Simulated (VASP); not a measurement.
# Ta5N4 (a cell with a defect) in VASP: single point with PBE

Aim: the single point of Ta5N4 (a cell with a defect) with PBE.

Everything below comes from runs of VASP 6.6.1. Logs are shortened: lines on timing, memory, paths and dates and some standing lists are left out, and cuts for length are marked.

**1. The cell of the first run**

The cell holds a defect, 18 atoms: a = 6.020 Å, b = 6.020 Å, c = 6.020 Å, α = 98.43°, β = 98.43°, γ = 98.43°.

**2. Single point, PBE**

Contents of INCAR:

```
PREC = Accurate
ENCUT = 520
EDIFF = 1E-6
ISMEAR = 0
SIGMA = 0.1
LREAL = Auto
LASPH = True
NELM = 100
ALGO = Normal
ISIF = 2
LWAVE = False
LCHARG = False
GGA = PE
NBANDS = 90
```

Contents of KPOINTS:

```
Automatic mesh
0
Gamma
  5 5 5
```

Contents of POSCAR:

```
Ta5N4
1.0
    2.6317805135      4.5583775637     -2.9218011614
    2.6317805135     -4.5583775637     -2.9218011614
   -5.2635610269      0.0000000000     -2.9218011614
Ta N
10 8
Direct
    0.0225085372      0.0225085372     -0.0192073591
    0.6441581294      0.6441581294      0.6858740258
    0.3333333333      0.3333333333      0.3333333333
    0.8238595183      0.2299111881      0.5060800484
    0.4367554786      0.8428071484      0.1605866183
    0.1678598940      0.4988067727      0.8333333333
    0.8428071484      0.4367554786      0.1605866183
    0.4988067727      0.1678598940      0.8333333333
    0.2299111881      0.8238595183      0.5060800484
    0.8333333333      0.8333333333      0.3333333333
    0.4798546941      0.4798546941      0.0347384856
    0.1868119726      0.1868119726      0.6319281811
   -0.0609788676      0.5863615512      0.5388636219
    0.7276455342      0.0803051154      0.1278030447
    0.3333333333      0.8333333333      0.8333333333
    0.8333333333      0.3333333333      0.8333333333
    0.5863615512      0.9390211324      0.5388636219
    0.0803051154      0.7276455342      0.1278030447
```

Potentials or basis: VASP PAW PBE potentials, release 64 (Ta_pv, N).

On the command line:

```
$ cat potpaw_PBE.64/Ta_pv/POTCAR potpaw_PBE.64/N/POTCAR > POTCAR
$ mpirun -np 1 vasp_std > vasp.out
```

OUTCAR:

```text
PREC = Accurate
   ENCUT = 520
   EDIFF = 1E-6
   ISMEAR = 0
   LREAL = Auto
   LASPH = True
   NELM = 100
   ISIF = 2
   GGA = PE

 ion  position               nearest neighbor table
   1  0.023  0.023  0.981-  14 2.15  18 2.15  16 2.53  15 2.53  10 2.85   3 2.85   7 2.98   5 2.98
                             2 3.10   8 3.16   6 3.16   9 3.41   4 3.41   6 3.42   8 3.42
   2  0.644  0.644  0.686-  13 2.15  17 2.15  16 2.53  15 2.53  10 2.85   3 2.85   9 2.98   4 2.98
                             1 3.10   6 3.16   8 3.16   7 3.41   5 3.41   8 3.42   6 3.42
   3  0.333  0.333  0.333-  11 2.34  12 2.34   1 2.85   2 2.85   5 3.17   7 3.17   4 3.17   9 3.17
                             8 3.37   6 3.37   6 3.37   8 3.37   9 3.38   4 3.38   7 3.38   5 3.38
   4  0.824  0.230  0.506-  16 1.97  13 2.13  17 2.14  12 2.27  14 2.28  10 2.47   7 2.58   6 2.77
                             2 2.98   8 3.00   3 3.17   5 3.28   3 3.38   1 3.41
   5  0.437  0.843  0.161-  15 1.97  18 2.13  14 2.14  11 2.27  17 2.28  10 2.47   9 2.58   6 2.77
                             1 2.98   8 3.00   3 3.17   4 3.28   3 3.38   2 3.41
   6  0.168  0.499  0.833-  12 2.11  11 2.11  15 2.11  16 2.11  18 2.26  13 2.26   4 2.77   5 2.77
                             9 3.00   7 3.00   8 3.02   2 3.16   1 3.16   3 3.37   3 3.37   1 3.42
   7  0.843  0.437  0.161-  16 1.97  14 2.13  18 2.14  11 2.27  13 2.28  10 2.47   4 2.58   8 2.77
                             1 2.98   6 3.00   3 3.17   9 3.28   3 3.38   2 3.41
   8  0.499  0.168  0.833-  12 2.11  11 2.11  16 2.11  15 2.11  14 2.26  17 2.26   9 2.77   7 2.77
                             4 3.00   5 3.00   6 3.02   2 3.16   1 3.16   3 3.37   3 3.37   1 3.42
   9  0.230  0.824  0.506-  15 1.97  17 2.13  13 2.14  12 2.27  18 2.28  10 2.47   5 2.58   8 2.77
                             2 2.98   6 3.00   3 3.17   7 3.28   3 3.38   1 3.41
  10  0.833  0.833  0.333-  14 2.18  18 2.18  17 2.18  13 2.18   5 2.47   7 2.47   4 2.47   9 2.47
                             1 2.85   2 2.85
  11  0.480  0.480  0.035-   6 2.11   8 2.11   7 2.27   5 2.27   3 2.34
  12  0.187  0.187  0.632-   6 2.11   8 2.11   4 2.27   9 2.27   3 2.34
  13  0.939  0.586  0.539-   4 2.13   9 2.14   2 2.15  10 2.18   6 2.26   7 2.28
  14  0.728  0.080  0.128-   7 2.13   5 2.14   1 2.15  10 2.18   8 2.26   4 2.28
  15  0.333  0.833  0.833-   9 1.97   5 1.97   6 2.11   8 2.11   2 2.53   1 2.53
  16  0.833  0.333  0.833-   4 1.97   7 1.97   8 2.11   6 2.11   2 2.53   1 2.53
  17  0.586  0.939  0.539-   9 2.13   4 2.14   2 2.15  10 2.18   8 2.26   5 2.28
  18  0.080  0.728  0.128-   5 2.13   7 2.14   1 2.15  10 2.18   6 2.26   9 2.28

  LATTYP: Found a trigonal (rhomboedric) cell.
 ALAT       =     6.0201326158
 COS(alpha) =    -0.1466700457

  Lattice vectors:

 A1 = (   2.6317805135,   4.5583775637,  -2.9218011614)
 A2 = (   2.6317805135,  -4.5583775637,  -2.9218011614)
 A3 = (  -5.2635610269,   0.0000000000,  -2.9218011614)

Analysis of symmetry for initial positions (statically):
=====================================================================
 Subroutine PRICEL returns:
 Original cell was already a primitive cell.

 Routine SETGRP: Setting up the symmetry group for a
 trigonal (rhombohedral) supercell.

 Subroutine GETGRP returns: Found  4 space group operations
 (whereof  2 operations were pure point group operations)
 out of a pool of 12 trial point group operations.

The static configuration has the point symmetry C_1h.
 The point group associated with its full space group is C_2h.

Analysis of symmetry for dynamics (positions and initial velocities):
=====================================================================
 Subroutine PRICEL returns:
 Original cell was already a primitive cell.

 Routine SETGRP: Setting up the symmetry group for a
 trigonal (rhombohedral) supercell.

 Subroutine GETGRP returns: Found  4 space group operations
 (whereof  2 operations were pure point group operations)
 out of a pool of 12 trial point group operations.

The dynamic configuration has the point symmetry C_1h.
 The point group associated with its full space group is C_2h.

 Subroutine INISYM returns: Found  4 space group operations
 (whereof  2 operations are pure point group operations),
 and found     1 'primitive' translations

----------------------------------------------------------------------------------------

                                     Primitive cell

  volume of cell :     210.3109

  direct lattice vectors                    reciprocal lattice vectors
     2.631780513  4.558377564 -2.921801161     0.063328483  0.109688150 -0.114084879
     2.631780513 -4.558377564 -2.921801161     0.063328483 -0.109688150 -0.114084879
    -5.263561027  0.000000000 -2.921801161    -0.126656965  0.000000000 -0.114084879

  length of vectors
     6.020132616  6.020132616  6.020132616     0.170462156  0.170462156  0.170462156

  position of ions in fractional coordinates (direct lattice)
     0.022508537  0.022508537  0.980792641
     0.644158129  0.644158129  0.685874026
     0.333333333  0.333333333  0.333333333
     0.823859518  0.229911188  0.506080048
     0.436755479  0.842807148  0.160586618
     0.167859894  0.498806773  0.833333333
[... 10 lines left out ...]
     0.586361551  0.939021132  0.538863622
     0.080305115  0.727645534  0.127803045

  ion indices of the primitive-cell ions
   primitive index   ion index
                 1           1
                 2           2
                 3           3
                 4           4
                 5           5
                 6           6
[... 10 lines left out ...]
                17          17
                18          18

----------------------------------------------------------------------------------------

 KPOINTS: Automatic mesh

Automatic generation of k-mesh.
 Grid dimensions read from file:
 generate k-points for:    5    5    5

 Generating k-lattice:

  Cartesian coordinates                     Fractional coordinates (reciprocal lattice)
     0.012665697  0.021937630 -0.022816976     0.200000000 -0.000000000  0.000000000
     0.012665697 -0.021937630 -0.022816976    -0.000000000  0.200000000  0.000000000
    -0.025331393  0.000000000 -0.022816976     0.000000000  0.000000000  0.200000000

  Length of vectors
     0.034092431  0.034092431  0.034092431

  Shift w.r.t. Gamma in fractional coordinates (k-lattice)
     0.000000000  0.000000000  0.000000000

 Subroutine IBZKPT returns following result:
 ===========================================

 Found     39 irreducible k-points:

 Following reciprocal coordinates:
            Coordinates               Weight
  0.000000  0.000000  0.000000      1.000000
  0.200000  0.000000  0.000000      4.000000
  0.000000  0.000000  0.200000      2.000000
  0.400000  0.000000  0.000000      4.000000
  0.000000  0.000000  0.400000      2.000000
  0.200000  0.200000  0.000000      2.000000
[... 16 lines left out ...]
 -0.400000  0.200000  0.200000      4.000000
  0.200000  0.200000 -0.400000      2.000000
 [... further k-points ...]
   k-points           NKPTS =     39   k-points in BZ     NKDIM =     39   number of bands    NBANDS=     90
   number of dos      NEDOS =    301   number of ions     NIONS =     18
   total plane-waves  NPLWV = 110592
   dimension x,y,z NGX =    48 NGY =   48 NGZ =   48
   dimension x,y,z NGXF=    96 NGYF=   96 NGZF=   96
   ions per type =              10   8
   NGX,Y,Z   is equivalent  to a cutoff of  13.26, 13.26, 13.26 a.u.
   NGXF,Y,Z  is equivalent  to a cutoff of  26.51, 26.51, 26.51 a.u.
 SYSTEM =  unknown system
   PREC   = accura    normal or accurate (medium, high low for compatibility)
   ISTART =      0    job   : 0-new  1-cont  2-samecut
   ICHARG =      2    charge: 1-file 2-atom 10-const
   ISPIN  =      1    spin polarized calculation?
   LNONCOLLINEAR =      F non collinear calculations
   LSORBIT =      F    spin-orbit coupling
   LASPH  =      T    aspherical Exc in radial PAW
   ENCUT  =  520.0 eV  38.22 Ry    6.18 a.u.  11.19 11.19 11.19*2*pi/ulx,y,z
   NELM   =    100;   NELMIN=  2; NELMDL= -5     # of ELM steps
   EDIFF  = 0.1E-05   stopping-criterion for ELM
   LREAL  =      T    real-space projection
   EDIFFG = 0.1E-04   stopping-criterion for IOM
   NSW    =      0    number of steps for IOM
   IBRION =     -1    ionic relax: 0-MD 1-quasi-New 2-CG
   NFREE  =      0    steps in history (QN), initial steepest desc. (CG)
   ISIF   =      2    stress and relaxation
   ISYM   =      2    0-nonsym 1-usesym 2-fastsym
   POTIM  = 0.5000    time-step for ionic-motion
   TEBEG  =    0.0;   TEEND  =   0.0 temperature during run
   PSTRESS=    0.0 pullay stress
   NELECT =     150.0000    total number of electrons
   NUPDOWN=      -1.0000    fix difference up-down
   EMIN   =  10.00;   EMAX   =-10.00  energy-range for DOS
   EFERMI =   0.00;   METHOD = LEGACY
   ISMEAR =     0;   SIGMA  =   0.10  broadening in eV -4-tet -1-fermi 0-gaus
   EFERMI_NEDOS =   21; number of points for ismear=-14 and -15
   IALGO  =     38    algorithm
   IMIX   =      4    mixing-type and parameters
     AMIX     =   0.40;   BMIX     =  1.00
     AMIX_MAG =   1.60;   BMIX_MAG =  1.00
  volume/ion in A,a.u.               =      11.68        78.85
  Fermi-wavevector in a.u.,A,eV,Ry     =   1.462687  2.764077 29.109014  2.139452
  Thomas-Fermi vector in A             =   2.578871
   LORBIT       =      0    0 simple, 1 ext, 2 COOP (PROOUT), +10 PAW based schemes
   GGA     = PE    functional components
   LHFCALC =     F    Hartree Fock is set to
   AEXX    =    0.0000 exact exchange contribution
   IVDW    =     0    specifies the selected vdW correction
   LEPSILON=     F    determine dielectric tensor
   LRPA    =     F    only Hartree local field effects (RPA)
 non-spin polarized calculation
 Gauss-broadening in eV      SIGMA  =   0.10
  energy-cutoff  :      520.00
  volume of cell :      210.31
 maximum number of plane-waves:      5687
 NGX is ok and might be reduce to    48
   NGX = 23   NGY = 23   NGZ = 23

 number of electron     150.0000011 magnetization

 Free energy of the ion-electron system (eV)
  ---------------------------------------------------
  ext. energy  EPLUGINS =         0.00000000
  ---------------------------------------------------
  free energy    TOTEN  =      -189.09750611 eV

  energy without entropy =     -189.06454611  energy(sigma->0) =     -189.08102611

 E-fermi :   7.9706     XC(G=0): -13.0962

 val. band max:        7.9616097189   @ k =   0.0000   0.0000   0.2000
 cond. band min:       7.9776096160   @ k =   0.4000   0.2000  -0.4000
 fundamental gap:      0.0159998971
 Fermi energy:         7.9705632914

 k-point     1 :       0.0000    0.0000    0.0000
  band No.  band energies     occupation
      1     -28.0804      2.00000
      2     -28.0200      2.00000
      3     -27.9868      2.00000
      4     -27.9072      2.00000
      5     -27.7345      2.00000
      6     -27.7292      2.00000
[... 79 lines left out ...]
     86      10.1628      0.00000
     87      10.2249      0.00000

 k-point     2 :       0.2000    0.0000    0.0000
  band No.  band energies     occupation
      1     -28.1237      2.00000
      2     -28.0094      2.00000
      3     -27.9376      2.00000
      4     -27.8951      2.00000
      5     -27.7474      2.00000
      6     -27.7039      2.00000
[... 1969 lines left out ...]
     86      10.4425      0.00000
     87      10.6001      0.00000

 k-point    24 :       0.2000    0.2000   -0.4000
  band No.  band energies     occupation
      1     -28.0926      2.00000
      2     -28.0093      2.00000
      3     -27.9021      2.00000
      4     -27.9018      2.00000
      5     -27.7341      2.00000
      6     -27.6799      2.00000
[... 79 lines left out ...]
     86      10.2430      0.00000
     87      10.4661      0.00000

 [... further k-points ...]

 [bands above 87 left out]

------------------------ aborting loop because EDIFF is reached ----------------------------------------

  FORCE on cell =-STRESS in cart. coord.  units (eV):
  Direction    XX          YY          ZZ          XY          YZ          ZX
  --------------------------------------------------------------------------------------
  -------------------------------------------------------------------------------------
  Total       27.8281734     19.5685847     50.6126344      0.0000000      0.0000000      0.4907578
  in kB      211.9988059    149.0761364    385.5739253      0.0000000      0.0000000      3.7386593
  external PRESSURE =     248.8829559 kB  Pullay stress =       0.0000000 kB

 VOLUME and BASIS-vectors are now :
 -----------------------------------------------------------------------------
  energy-cutoff  :      520.00
  volume of cell :      210.31
      direct lattice vectors                 reciprocal lattice vectors
     2.631780513  4.558377564 -2.921801161     0.063328483  0.109688150 -0.114084879
     2.631780513 -4.558377564 -2.921801161     0.063328483 -0.109688150 -0.114084879
    -5.263561027  0.000000000 -2.921801161    -0.126656965  0.000000000 -0.114084879

 POSITION                                       TOTAL-FORCE (eV/Angst)
 -----------------------------------------------------------------------------------
     -5.04399      0.00000     -2.99721         0.019522     -0.000000      0.013448
     -0.21957      0.00000     -5.76819        -0.019522     -0.000000     -0.013448
      0.00000      0.00000     -2.92180        -0.000000     -0.000000     -0.000000
      0.10951      2.70744     -4.55757         0.023219     -0.033319      0.011260
      2.52227     -1.85094     -4.20783        -0.023219     -0.033319     -0.011260
     -2.63178     -1.50858     -4.38270        -0.000000     -0.010885     -0.000000
[... 10 lines left out ...]
      1.17813     -1.60756     -6.03132        -0.028018     -0.004037      0.004116
      1.45365     -2.95082     -2.73409         0.028018      0.004037     -0.004116
 -----------------------------------------------------------------------------------
    total drift:                               -0.000000     -0.000000      0.000001

  FREE ENERGIE OF THE ION-ELECTRON SYSTEM (eV)
  ---------------------------------------------------
  free  energy   TOTEN  =      -189.0975061146 eV

  energy  without entropy=     -189.0645461075  energy(sigma->0) =     -189.08102611
```

Run time: 23 min. Hardware: 1 thread of Intel Xeon Platinum 8488C (Sapphire Rapids), shared host; peak memory 0.6 GiB.

Results:

```yaml
Free_energy: -189.0975 eV
Pressure: 24.9 GPa
Largest_force: 0.049 eV/Å
Band_gap_on_the_k_mesh: zero (band 75 reaches 8.16 eV, above the bottom of band 76 at 7.78 eV)
```

Forces in eV/Å, atoms in the order of the input:
```
Ta   0.020  0.000  0.013
Ta  -0.020  0.000 -0.013
Ta   0.000  0.000  0.000
Ta   0.023 -0.033  0.011
Ta  -0.023 -0.033 -0.011
Ta   0.000 -0.011  0.000
Ta  -0.023  0.033 -0.011
Ta   0.000  0.011  0.000
Ta   0.023  0.033  0.011
Ta   0.000  0.000  0.000
N   -0.030  0.000 -0.038
N    0.030  0.000  0.038
N   -0.028  0.004  0.004
N    0.028 -0.004 -0.004
N    0.000  0.000  0.000
N    0.000  0.000  0.000
N   -0.028 -0.004  0.004
N    0.028  0.004 -0.004
```

Stress tensor (GPa, compression positive):
```
21.20  0.00  0.37
 0.00 14.91  0.00
 0.37  0.00 38.56
```

Caveat: spin-orbit coupling is left out, which moves the levels of the heavy elements.
